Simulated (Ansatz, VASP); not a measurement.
## Two plane-wave programs on Cr

The input INCAR:

```
SYSTEM = Cr
  PREC = Accurate
  ENCUT = 520
  EDIFF = 1E-7
  ISMEAR = 0
  SIGMA = 0.15
  LREAL = .FALSE.
  LASPH = .TRUE.
  NELM = 60
  ALGO = Fast
  ISIF = 2
  LWAVE = .FALSE.
  LCHARG = .FALSE.
  GGA = PE
  NBANDS = 12
```

The input KPOINTS:

```
regular mesh
0
G
  22 22 22
  0 0 0
```

File POSCAR:

```
Cr
1.0
   -0.0184000000      1.8400000000      1.8400000000
    1.8400000000     -0.0184000000      1.8400000000
    1.8216000000      1.8216000000      0.0000000000
Cr
1
Direct
    0.0000000000      0.0000000000      0.0000000000
```

Input for Ansatz:

```yaml
crystal:
  lattice:
    - [-0.0184, 1.84, 1.84]
    - [1.84, -0.0184, 1.84]
    - [1.8216, 1.8216, 0.0]
  atoms:
    - { symbol: Cr, position: [0.0, 0.0, 0.0] }
basis:
  ecutwfc: 420
kpoints:
  mp_grid: { grid: [22, 22, 22] }
hamiltonian:
  xc: pbe
scf:
  occupations: { method: gaussian, width: 0.15 }
output:
  forces: true
  stress: true
  eigenvalues: true
```

Change from the starting cell: strain -0.0200 x Voigt [0, 0, 0, 0, 0, 1], atoms carried along.

Alike in both runs: task single point; functional PBE; k mesh 22 × 22 × 22; occupations gaussian, width 0.15 eV; no spin polarisation.

```csv
,VASP,Ansatz
version,VASP 6.6.1,Ansatz 0.2.0
potentials or method,"VASP PAW PBE potentials, release 64 (Cr_pv), cutoff 520 eV","scalar-relativistic, plane waves, PAW"
valence electrons in the cell,12,14
```

```tsv
	VASP	Ansatz	Ansatz less VASP
gap on the k mesh at the Fermi level (eV)	none	none	-
pressure (GPa)	-10.6	-10.1	+0.43
traceless stress, the component that is largest in VASP (GPa)	-1.58	-1.62	-0.038
```

A gap of «none» marks a metal or a gap that the smearing closes. With one functional, cell and mesh, what is left measures potentials, basis and numerics. VASP's potentials hold 12 valence electrons a cell and Ansatz's 14, so a difference there can come from the potentials and not from the codes.
